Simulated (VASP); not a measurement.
# HfB2 (P6/mmm) in VASP: a series of runs

Runs on HfB2. Level: PBE. Tasks: single point.

Program: VASP 6.6.1. These are calculated values, not measurements. Logs are shortened: lines on timing, memory, paths and dates and some standing lists are left out, and cuts for length are marked.

### Step 1. The cell of the first run

The structure is hexagonal, space group P6/mmm (No. 191). The conventional cell has a = 3.161 Å, b = 3.161 Å, c = 3.503 Å, α = 90.00°, β = 90.00°, γ = 120.00°. Hf (site symmetry 6/mmm) has 12 B at 2.53 Å and 6 Hf at 3.16 Å within 3.3 Å. B (site symmetry -6m2) has 3 B at 1.82 Å within 2.4 Å.

### Step 2. Single point, PBE

Input file INCAR:

```
SYSTEM = HfB2
PREC     = Accurate       ! precision mode
ENCUT    = 520            ! plane-wave cutoff, eV
EDIFF    = 1E-6           ! SCF threshold, eV
ISMEAR   = -1             ! smearing method
SIGMA    = 0.1            ! smearing width, eV
LREAL    = .FALSE.        ! projectors in reciprocal space
LASPH    = .TRUE.         ! aspherical terms in the spheres
NELM     = 100            ! most SCF steps
ALGO     = Normal         ! electronic algorithm
ISIF     = 2              ! what is computed and relaxed
LWAVE    = .FALSE.        ! write WAVECAR
LCHARG   = .FALSE.        ! write CHGCAR
GGA      = PE             ! functional
NBANDS   = 15             ! bands
```

Input file KPOINTS:

```
regular mesh
0
G
  11 11 8
  0 0 0
```

Input file POSCAR:

```
HfB2
1.0
    3.1607953080      0.0000000000      0.0000000000
   -1.5803976540      2.7373290350      0.0000000000
    0.0000000000      0.0000000000      3.5030470293
Hf B
1 2
Direct
    0.0000000000      0.0000000000      0.0000000000
    0.3333333333      0.6666666667      0.5000000000
    0.6666666667      0.3333333333      0.5000000000
```

Potentials or basis: VASP PAW PBE potentials, release 64 (Hf_pv, B).

On the command line:

```sh
cat potpaw_PBE.64/Hf_pv/POTCAR potpaw_PBE.64/B/POTCAR > POTCAR
mpirun -np 1 vasp_std > vasp.out
```

OUTCAR:

```text
SYSTEM = HfB2
   PREC = Accurate
   ENCUT = 520
   EDIFF = 1E-6
   ISMEAR = -1
   LREAL = .FALSE.
   LASPH = .TRUE.
   NELM = 100
   ISIF = 2
   GGA = PE

 ion  position               nearest neighbor table
   1  0.000  0.000  0.000-   2 2.53   3 2.53   2 2.53   3 2.53   3 2.53   3 2.53   2 2.53   2 2.53
                             3 2.53   3 2.53   2 2.53   2 2.53
   2  0.333  0.667  0.500-   3 1.82   3 1.82   3 1.82   1 2.53   1 2.53   1 2.53   1 2.53   1 2.53
                             1 2.53
   3  0.667  0.333  0.500-   2 1.82   2 1.82   2 1.82   1 2.53   1 2.53   1 2.53   1 2.53   1 2.53
                             1 2.53

  LATTYP: Found a hexagonal cell.
 ALAT       =     3.1607953080
 C/A-ratio  =     1.1082802548

  Lattice vectors:

 A1 = (   3.1607953080,   0.0000000000,   0.0000000000)
 A2 = (  -1.5803976540,   2.7373290350,   0.0000000000)
 A3 = (   0.0000000000,   0.0000000000,   3.5030470293)

Analysis of symmetry for initial positions (statically):
=====================================================================
 Subroutine PRICEL returns:
 Original cell was already a primitive cell.

 Routine SETGRP: Setting up the symmetry group for a
 hexagonal supercell.

 Subroutine GETGRP returns: Found 24 space group operations
 (whereof 24 operations were pure point group operations)
 out of a pool of 24 trial point group operations.

The static configuration has the point symmetry D_6h.

Analysis of symmetry for dynamics (positions and initial velocities):
=====================================================================
 Subroutine PRICEL returns:
 Original cell was already a primitive cell.

 Routine SETGRP: Setting up the symmetry group for a
 hexagonal supercell.

 Subroutine GETGRP returns: Found 24 space group operations
 (whereof 24 operations were pure point group operations)
 out of a pool of 24 trial point group operations.

The dynamic configuration has the point symmetry D_6h.

 Subroutine INISYM returns: Found 24 space group operations
 (whereof 24 operations are pure point group operations),
 and found     1 'primitive' translations

----------------------------------------------------------------------------------------

                                     Primitive cell

  volume of cell :      30.3088

  direct lattice vectors                    reciprocal lattice vectors
     3.160795308  0.000000000  0.000000000     0.316376071  0.182659809  0.000000000
    -1.580397654  2.737329035  0.000000000     0.000000000  0.365319619  0.000000000
     0.000000000  0.000000000  3.503047029     0.000000000  0.000000000  0.285465765

  length of vectors
     3.160795308  3.160795310  3.503047029     0.365319619  0.365319619  0.285465765

  position of ions in fractional coordinates (direct lattice)
     0.000000000  0.000000000  0.000000000
     0.333333333  0.666666667  0.500000000
     0.666666667  0.333333333  0.500000000

  ion indices of the primitive-cell ions
   primitive index   ion index
                 1           1
                 2           2
                 3           3

----------------------------------------------------------------------------------------

 KPOINTS: regular mesh

Automatic generation of k-mesh.
 Grid dimensions read from file:
 generate k-points for:   11   11    8

 Generating k-lattice:

  Cartesian coordinates                     Fractional coordinates (reciprocal lattice)
     0.028761461  0.016605437  0.000000000     0.090909091 -0.000000000  0.000000000
     0.000000000  0.033210874  0.000000000     0.000000000  0.090909091  0.000000000
     0.000000000  0.000000000  0.035683221     0.000000000  0.000000000  0.125000000

  Length of vectors
     0.033210874  0.033210874  0.035683221

  Shift w.r.t. Gamma in fractional coordinates (k-lattice)
     0.000000000  0.000000000  0.000000000

 Subroutine IBZKPT returns following result:
 ===========================================

 Found     80 irreducible k-points:

 Following reciprocal coordinates:
            Coordinates               Weight
  0.000000  0.000000  0.000000      1.000000
  0.090909 -0.000000  0.000000      6.000000
  0.181818 -0.000000  0.000000      6.000000
  0.272727 -0.000000  0.000000      6.000000
  0.363636  0.000000  0.000000      6.000000
  0.454545 -0.000000  0.000000      6.000000
[... 16 lines left out ...]
  0.090909  0.090909  0.125000     12.000000
  0.181818  0.090909  0.125000     24.000000
 [... further k-points ...]
   k-points           NKPTS =     80   k-points in BZ     NKDIM =     80   number of bands    NBANDS=     15
   number of dos      NEDOS =    301   number of ions     NIONS =      3
   total plane-waves  NPLWV =  16128
   dimension x,y,z NGX =    24 NGY =   24 NGZ =   28
   dimension x,y,z NGXF=    48 NGYF=   48 NGZF=   56
   ions per type =               1   2
   NGX,Y,Z   is equivalent  to a cutoff of  12.62, 12.62, 13.29 a.u.
   NGXF,Y,Z  is equivalent  to a cutoff of  25.25, 25.25, 26.58 a.u.
 SYSTEM =  HfB2
   PREC   = accura    normal or accurate (medium, high low for compatibility)
   ISTART =      0    job   : 0-new  1-cont  2-samecut
   ICHARG =      2    charge: 1-file 2-atom 10-const
   ISPIN  =      1    spin polarized calculation?
   LNONCOLLINEAR =      F non collinear calculations
   LSORBIT =      F    spin-orbit coupling
   LASPH  =      T    aspherical Exc in radial PAW
   ENCUT  =  520.0 eV  38.22 Ry    6.18 a.u.   5.88  5.88  6.51*2*pi/ulx,y,z
   NELM   =    100;   NELMIN=  2; NELMDL= -5     # of ELM steps
   EDIFF  = 0.1E-05   stopping-criterion for ELM
   LREAL  =      F    real-space projection
   EDIFFG = 0.1E-04   stopping-criterion for IOM
   NSW    =      0    number of steps for IOM
   IBRION =     -1    ionic relax: 0-MD 1-quasi-New 2-CG
   NFREE  =      0    steps in history (QN), initial steepest desc. (CG)
   ISIF   =      2    stress and relaxation
   ISYM   =      2    0-nonsym 1-usesym 2-fastsym
   POTIM  = 0.5000    time-step for ionic-motion
   TEBEG  =    0.0;   TEEND  =   0.0 temperature during run
   PSTRESS=    0.0 pullay stress
   NELECT =      16.0000    total number of electrons
   NUPDOWN=      -1.0000    fix difference up-down
   EMIN   =  10.00;   EMAX   =-10.00  energy-range for DOS
   EFERMI =   0.00;   METHOD = LEGACY
   ISMEAR =    -1;   SIGMA  =   0.10  broadening in eV -4-tet -1-fermi 0-gaus
   EFERMI_NEDOS =   21; number of points for ismear=-14 and -15
   IALGO  =     38    algorithm
   IMIX   =      4    mixing-type and parameters
     AMIX     =   0.40;   BMIX     =  1.00
     AMIX_MAG =   1.60;   BMIX_MAG =  1.00
  volume/ion in A,a.u.               =      10.10        68.18
  Fermi-wavevector in a.u.,A,eV,Ry     =   1.323097  2.500291 23.818167  1.750586
  Thomas-Fermi vector in A             =   2.452730
   LORBIT       =      0    0 simple, 1 ext, 2 COOP (PROOUT), +10 PAW based schemes
   GGA     = PE    functional components
   LHFCALC =     F    Hartree Fock is set to
   AEXX    =    0.0000 exact exchange contribution
   IVDW    =     0    specifies the selected vdW correction
   LEPSILON=     F    determine dielectric tensor
   LRPA    =     F    only Hartree local field effects (RPA)
 non-spin polarized calculation
  energy-cutoff  :      520.00
  volume of cell :       30.31
 maximum number of plane-waves:       828
 NGX is ok and might be reduce to    24
   NGX = 11   NGY = 11   NGZ = 13

 number of electron      15.9999998 magnetization

 Free energy of the ion-electron system (eV)
  ---------------------------------------------------
  ext. energy  EPLUGINS =         0.00000000
  ---------------------------------------------------
  free energy    TOTEN  =       -26.40181603 eV

  energy without entropy =      -26.39480520  energy(sigma->0) =      -26.39831061

 E-fermi :   7.4377     XC(G=0): -12.5040

 val. band max:        7.2897312309   @ k =   0.0909   0.0909   0.2500
 cond. band min:       7.4921794664   @ k =   0.2727   0.1818   0.0000
 fundamental gap:      0.2024482355
 Fermi energy:         7.4376745692

 k-point     1 :       0.0000    0.0000    0.0000
  band No.  band energies     occupation
      1     -23.1844      2.00000
      2     -22.7129      2.00000
      3     -22.7129      2.00000
      4      -6.1240      2.00000
      5       4.5598      2.00000
      6       4.6589      2.00000
      7       4.6589      2.00000
      8       4.7294      2.00000
      9      11.4407      0.00000
     10      11.4407      0.00000
     11      12.0686      0.00000
     12      12.0686      0.00000
     13      12.3614      0.00000
     14      12.4245      0.00000
     15      12.4245      0.00000

 k-point     2 :       0.0909   -0.0000    0.0000
  band No.  band energies     occupation
      1     -23.1748      2.00000
      2     -22.7727      2.00000
      3     -22.7262      2.00000
      4      -5.9493      2.00000
      5       4.1573      2.00000
      6       4.5847      2.00000
      7       4.6447      2.00000
      8       4.7348      2.00000
      9      10.8735      0.00000
     10      11.3204      0.00000
     11      11.3643      0.00000
     12      11.6506      0.00000
     13      12.9426      0.00000
     14      13.2532      0.00000
     15      13.6421      0.00000
[... 365 lines left out ...]
      3     -22.7513      2.00000
      4      -5.3943      2.00000
      5       3.2241      2.00000
      6       3.4963      2.00000
      7       4.4714      2.00000
      8       6.0950      2.00000
      9       8.9991      0.00000
     10      10.4103      0.00000
     11      11.7317      0.00000
     12      12.5564      0.00000
     13      13.6161      0.00000
     14      13.6321      0.00000
     15      14.3089      0.00000

 k-point    24 :       0.1818    0.0909    0.1250
  band No.  band energies     occupation
      1     -23.1626      2.00000
      2     -23.0413      2.00000
      3     -22.8008      2.00000
      4      -4.7823      2.00000
      5       2.2682      2.00000
      6       3.3260      2.00000
      7       4.0466      2.00000
      8       6.1972      1.99999
      9       8.3418      0.00024
     10      10.8876      0.00000
     11      11.6636      0.00000
     12      12.3935      0.00000
     13      13.6750      0.00000
     14      14.3635      0.00000
     15      15.8546      0.00000

 [... further k-points ...]

------------------------ aborting loop because EDIFF is reached ----------------------------------------

  FORCE on cell =-STRESS in cart. coord.  units (eV):
  Direction    XX          YY          ZZ          XY          YZ          ZX
  --------------------------------------------------------------------------------------
  -------------------------------------------------------------------------------------
  Total       -0.7998581     -0.7998581     -0.6287455      0.0000000      0.0000000      0.0000000
  in kB      -42.2818712    -42.2818713    -33.2365660      0.0000000      0.0000000      0.0000000
  external PRESSURE =     -39.2667695 kB  Pullay stress =       0.0000000 kB

 VOLUME and BASIS-vectors are now :
 -----------------------------------------------------------------------------
  energy-cutoff  :      520.00
  volume of cell :       30.31
      direct lattice vectors                 reciprocal lattice vectors
     3.160795308  0.000000000  0.000000000     0.316376071  0.182659809  0.000000000
    -1.580397654  2.737329035  0.000000000     0.000000000  0.365319619  0.000000000
     0.000000000  0.000000000  3.503047029     0.000000000  0.000000000  0.285465765

 POSITION                                       TOTAL-FORCE (eV/Angst)
 -----------------------------------------------------------------------------------
      0.00000      0.00000      0.00000        -0.000000      0.000000     -0.000000
     -0.00000      1.82489      1.75152         0.000000      0.000000     -0.000000
      1.58040      0.91244      1.75152        -0.000000      0.000000      0.000000
 -----------------------------------------------------------------------------------
    total drift:                               -0.000000      0.000000      0.000000

  FREE ENERGIE OF THE ION-ELECTRON SYSTEM (eV)
  ---------------------------------------------------
  free  energy   TOTEN  =       -26.4018160277 eV

  energy  without entropy=      -26.3948051964  energy(sigma->0) =      -26.39831061
```

Run time: 15 s. Hardware: 1 thread of Intel Xeon 6975P-C (Granite Rapids), shared host; peak memory 0.17 GiB.

Results:

```
Free energy            : -26.4018 eV
Pressure               : -3.9 GPa
Band gap on the k mesh : zero (band 8 reaches 8.09 eV, above the bottom of band 9 at 7.02 eV)
```

Levels at points of the mesh, in eV from the Fermi level:
| k point | band 4 | band 5 | band 6 | band 7 | band 8 | band 9 | band 10 | band 11 | band 12 | band 13 |
| --- | --- | --- | --- | --- | --- | --- | --- | --- | --- | --- |
| (0.00, 0.00, 0.00) | -13.56 | -2.88 | -2.78 | -2.78 | -2.71 | 4.00 | 4.00 | 4.63 | 4.63 | 4.92 |
| (0.00, 0.00, 0.50) | -11.24 | -8.21 | -1.11 | -1.11 | 0.39 | 0.39 | 1.06 | 1.06 | 2.25 | 5.09 |

Caveat: spin-orbit coupling is left out, which moves the levels of the heavy elements.

### Step 3. Single point, PBE

This run uses another cell than the first one, of 10.30 Å³/atom, 1.020 times its volume.

Input file INCAR:

```
SYSTEM = HfB2
  PREC = Accurate
  ENCUT = 520
  EDIFF = 1E-6
  ISMEAR = -1
  SIGMA = 0.1
  LREAL = .False.
  LASPH = .True.
  NELM = 60
  ALGO = Normal
  ISIF = 2
  LWAVE = .False.
  LCHARG = .False.
  GGA = PE
  NBANDS = 15
```

Input file KPOINTS:

```
regular mesh
0
Gamma
  11 11 8
  0 0 0
```

Input file POSCAR:

```
HfB2
1.0
    3.1813205280      0.0000000000      0.0000000000
   -1.5906602640      2.7551043970      0.0000000000
    0.0000000000      0.0000000000      3.5257947253
Hf B
1 2
Direct
    0.0000000000      0.0000000000      0.0000000000
    0.3333333333      0.6666666667      0.5000000000
    0.6666666667      0.3333333333      0.5000000000
```

Potentials or basis: VASP PAW PBE potentials, release 64 (Hf_pv, B).

On the command line:

```sh
cat potpaw_PBE.64/Hf_pv/POTCAR potpaw_PBE.64/B/POTCAR > POTCAR
mpirun -np 1 vasp_std > vasp.out
```

Run time: 16 s. Hardware: 1 thread of Intel Xeon 6975P-C (Granite Rapids), shared host; peak memory 0.17 GiB.

The run converged. Its results:

```
Free energy            : -26.3791 eV
Pressure               : -8.4 GPa
Band gap on the k mesh : zero (band 8 reaches 7.93 eV, above the bottom of band 9 at 6.88 eV)
```

Stress tensor (GPa, compression positive):
```
-8.86  0.00  0.00
 0.00 -8.86  0.00
 0.00  0.00 -7.42
```

Levels at points of the mesh, in eV from the Fermi level:
| k point | band 4 | band 5 | band 6 | band 7 | band 8 | band 9 | band 10 | band 11 | band 12 | band 13 |
| --- | --- | --- | --- | --- | --- | --- | --- | --- | --- | --- |
| (0.00, 0.00, 0.00) | -13.45 | -2.83 | -2.74 | -2.74 | -2.71 | 3.90 | 3.90 | 4.52 | 4.52 | 4.78 |
| (0.00, 0.00, 0.50) | -11.21 | -8.14 | -1.11 | -1.11 | 0.38 | 0.38 | 1.04 | 1.04 | 2.20 | 5.03 |

Caveat: spin-orbit coupling is left out, which moves the levels of the heavy elements.

### Step 4. Single point, PBE

This run uses another cell than the first one, of 10.50 Å³/atom, 1.039 times its volume.

Input file INCAR:

```
PREC = Accurate
ENCUT = 520
EDIFF = 1E-6
ISMEAR = -1
SIGMA = 0.1
LREAL = F
LASPH = T
NELM = 80
ALGO = Normal
ISIF = 2
LWAVE = F
LCHARG = F
GGA = PE
NBANDS = 15
```

Input file KPOINTS:

```
regular mesh
0
Gamma
  11 11 8
```

Input file POSCAR:

```
HfB2
1.0
    3.2015842624      0.0000000000      0.0000000000
   -1.6007921312      2.7726533058      0.0000000000
    0.0000000000      0.0000000000      3.5482526220
Hf B
1 2
Direct
    0.0000000000      0.0000000000      0.0000000000
    0.3333333333      0.6666666667      0.5000000000
    0.6666666667      0.3333333333      0.5000000000
```

On the command line:

```sh
cat potpaw_PBE.64/Hf_pv/POTCAR potpaw_PBE.64/B/POTCAR > POTCAR
mpirun -np 1 vasp_std > vasp.out
```

Wall time 14 s (1 thread of Intel Xeon 6975P-C (Granite Rapids), shared host); peak memory 0.17 GiB.

The run converged. Its results:

- Free energy: -26.3407 eV
- Pressure: -12.4 GPa
- Band gap on the k mesh: zero (band 8 reaches 7.77 eV, above the bottom of band 9 at 6.75 eV)

Stress tensor (GPa, compression positive):
```
-13.07   0.00   0.00
  0.00 -13.07   0.00
  0.00   0.00 -11.11
```

Levels at points of the mesh, in eV from the Fermi level:
| k point | band 5 | band 6 | band 7 | band 8 | band 9 | band 10 | band 11 | band 12 |
| --- | --- | --- | --- | --- | --- | --- | --- | --- |
| (0.00, 0.00, 0.00) | -2.79 | -2.72 | -2.71 | -2.71 | 3.81 | 3.81 | 4.42 | 4.42 |
| (0.00, 0.00, 0.50) | -8.07 | -1.11 | -1.11 | 0.37 | 0.37 | 1.02 | 1.02 | 2.15 |

Caveat: spin-orbit coupling is left out, which moves the levels of the heavy elements.

### Step 5. The runs side by side

```tsv
cell	gap on the mesh (eV)	pressure (GPa)
a = 3.161, b = 3.161, c = 3.503 Å, angles 90.0, 90.0, 120.0°, 3 atoms	none	-3.9
a = 3.181, b = 3.181, c = 3.526 Å, angles 90.0, 90.0, 120.0°, 3 atoms	none	-8.4
a = 3.202, b = 3.202, c = 3.548 Å, angles 90.0, 90.0, 120.0°, 3 atoms	none	-12.4
```

Alike in all rows: task single point; level PBE; potentials or basis VASP PAW PBE potentials, release 64 (Hf_pv, B); no spin polarisation; k mesh 11 × 11 × 8; cutoff (eV) 520; smearing fermi-dirac 0.1 eV.

Caveats: spin-orbit coupling is left out, which moves the levels of the heavy elements.

Total energies depend on the potentials used, so only differences within one code and one set of settings carry meaning.
